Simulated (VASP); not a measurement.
Set up this calculation in VASP 6.6.1, as the native input.

```yaml
Task: single point
Functional: PBE
Dispersion: D3(BJ)
Potentials_or_basis: VASP PAW PBE potentials, release 64 (Ge_d)
Cutoff: 520 eV
k_mesh: 20 × 20 × 20
Occupations: gaussian, width 0.15 eV
Spin: no spin polarisation
Dipole_correction: no
Further_INCAR_settings: ALGO = Normal; EDIFF = 1e-06; NBANDS = 13
```

The structure of Ge lies in POSCAR:

```
Ge
1.0
    0.0000000000      2.0563933145      2.0983605250
    2.0563933145      0.0000000000      2.0983605250
    2.0563933145      2.0563933145      0.0000000000
Ge
1
Direct
    0.0000000000      0.0000000000      0.0000000000
```

This cell differs from its parent crystal: strain -0.0200 x Voigt [1, 1, 0, 0, 0, 0].

These files were run (other wordings do the same):

INCAR

```
SYSTEM = Ge
PREC     = Accurate       ! precision mode
ENCUT    = 520            ! plane-wave cutoff, eV
EDIFF    = 1E-6           ! SCF threshold, eV
ISMEAR   = 0              ! smearing method
SIGMA    = 0.15           ! smearing width, eV
LREAL    = .FALSE.        ! projectors in reciprocal space
LASPH    = .TRUE.         ! aspherical terms in the spheres
NELM     = 80             ! most SCF steps
ALGO     = Normal         ! electronic algorithm
ISIF     = 2              ! what is computed and relaxed
LWAVE    = .FALSE.        ! write WAVECAR
LCHARG   = .FALSE.        ! write CHGCAR
GGA      = PE             ! functional
IVDW     = 12             ! dispersion correction
NBANDS   = 13             ! bands
```

KPOINTS

```
Automatic mesh
0
G
  20 20 20
  0 0 0
```

Potentials or basis: VASP PAW PBE potentials, release 64 (Ge_d).

Command:

```bash
$ cat potpaw_PBE.64/Ge_d/POTCAR > POTCAR
$ mpirun -np 1 vasp_std > vasp.out
```

It gave:

- Pressure: 4.0 GPa
- Band gap on the k mesh: zero (band 7 reaches 17.09 eV, above the bottom of band 8 at 4.80 eV)
- Dispersion energy per atom: -0.373 eV

Caveat: the cell differs from its parent crystal (strain -0.0200 x Voigt [1, 1, 0, 0, 0, 0]); pairwise dispersion overbinds metals, which lowers pressure and volume.

Run time: 120 s on 1 thread of AMD EPYC 7R13 Processor (Zen 3) (shared host), peak memory 0.23 GiB.
